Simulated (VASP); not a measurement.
Wanted: the native input for a VASP 6.6.1 run.

| Quantity | Value |
| --- | --- |
| Task | single point |
| Functional | PBE |
| Potentials or basis | VASP PAW PBE potentials, release 64 (Tl_d, Cl) |
| Cutoff | 400 eV |
| k mesh | 8 × 8 × 8 |
| Occupations | gaussian, width 0.0245 eV |
| Spin | no spin polarisation |
| Dipole correction | no |
| k mesh for the DOS | 12 × 12 × 12 |
| Occupations for the DOS | tetrahedron |
| Further INCAR settings | ALGO = Normal; EDIFF = 1e-06 |

Crystal: Tl2Cl.

```
CELL_PARAMETERS angstrom
1.92163 3.32835 0.00000
-1.92163 3.32835 0.00000
0.00000 -2.21890 13.78733
ATOMIC_POSITIONS crystal
Tl 0.29000 0.29000 0.87000
Tl 0.71000 0.71000 0.13000
Tl 0.12300 0.12300 0.36900
Tl 0.87700 0.87700 0.63100
Cl 0.41700 0.41700 0.25100
Cl 0.58300 0.58300 0.74900
```

One way to write it, as run:

POSCAR

```
Tl2Cl
1.0
    1.9216280000      3.3283520000      0.0000000000
   -1.9216280000      3.3283520000      0.0000000000
    0.0000000000     -2.2189010000     13.7873310000
Tl Cl
4 2
Direct
    0.2900000000      0.2900000000      0.8700000000
    0.7100000000      0.7100000000      0.1300000000
    0.1230000000      0.1230000000      0.3690000000
    0.8770000000      0.8770000000      0.6310000000
    0.4170000000      0.4170000000      0.2510000000
    0.5830000000      0.5830000000      0.7490000000
```

INCAR.step1

```
SYSTEM = Tl2Cl
PREC     = Accurate       ! precision mode
ENCUT    = 400            ! plane-wave cutoff, eV
EDIFF    = 1E-6           ! SCF threshold, eV
ISMEAR   = 0              ! smearing method
SIGMA    = 0.0245         ! smearing width, eV
LREAL    = .FALSE.        ! projectors in reciprocal space
LASPH    = .TRUE.         ! aspherical terms in the spheres
NELM     = 120            ! most SCF steps
ALGO     = Normal         ! electronic algorithm
ISIF     = 2              ! what is computed and relaxed
LWAVE    = .FALSE.        ! write WAVECAR
LCHARG   = .TRUE.         ! write CHGCAR
GGA      = PE             ! functional
NBANDS   = 42             ! bands
GGA_COMPAT= .FALSE.      
NEDOS    = 2001           ! points of the DOS
LORBIT   = 11             ! projections on sites
```

KPOINTS.step1

```
Automatic mesh
0
G
  8 8 8
  0 0 0
```

INCAR.step2

```
SYSTEM = Tl2Cl
PREC     = Accurate       ! precision mode
ENCUT    = 400            ! plane-wave cutoff, eV
EDIFF    = 1E-6           ! SCF threshold, eV
ISMEAR   = -5             ! smearing method
SIGMA    = 0.0245         ! smearing width, eV
LREAL    = .FALSE.        ! projectors in reciprocal space
LASPH    = .TRUE.         ! aspherical terms in the spheres
NELM     = 120            ! most SCF steps
ALGO     = Normal         ! electronic algorithm
ISIF     = 2              ! what is computed and relaxed
LWAVE    = .FALSE.        ! write WAVECAR
LCHARG   = .FALSE.        ! write CHGCAR
GGA      = PE             ! functional
LORBIT   = 11             ! projections on sites
NEDOS    = 2001           ! points of the DOS
ICHARG   = 11             ! starting density
GGA_COMPAT= .FALSE.
```

KPOINTS.step2

```
Automatic mesh
0
G
  12 12 12
  0 0 0
```

Potentials or basis: VASP PAW PBE potentials, release 64 (Tl_d, Cl).

The run is started by

```bash
$ cat potpaw_PBE.64/Tl_d/POTCAR potpaw_PBE.64/Cl/POTCAR > POTCAR
$ cp INCAR.step1 INCAR
$ cp KPOINTS.step1 KPOINTS
$ mpirun -np 1 vasp_std > vasp.out
$ cp INCAR.step2 INCAR
$ cp KPOINTS.step2 KPOINTS
$ mpirun -np 1 vasp_std > vasp.out
```

It gave:

```
Valence electrons inside the program's atomic spheres : Tl 11.22; Cl 5.14
```

It took 6.4 min on 1 thread of Intel(R) Xeon(R) 6975P-C (Granite Rapids), with other jobs on the host, peak memory 0.72 GiB.
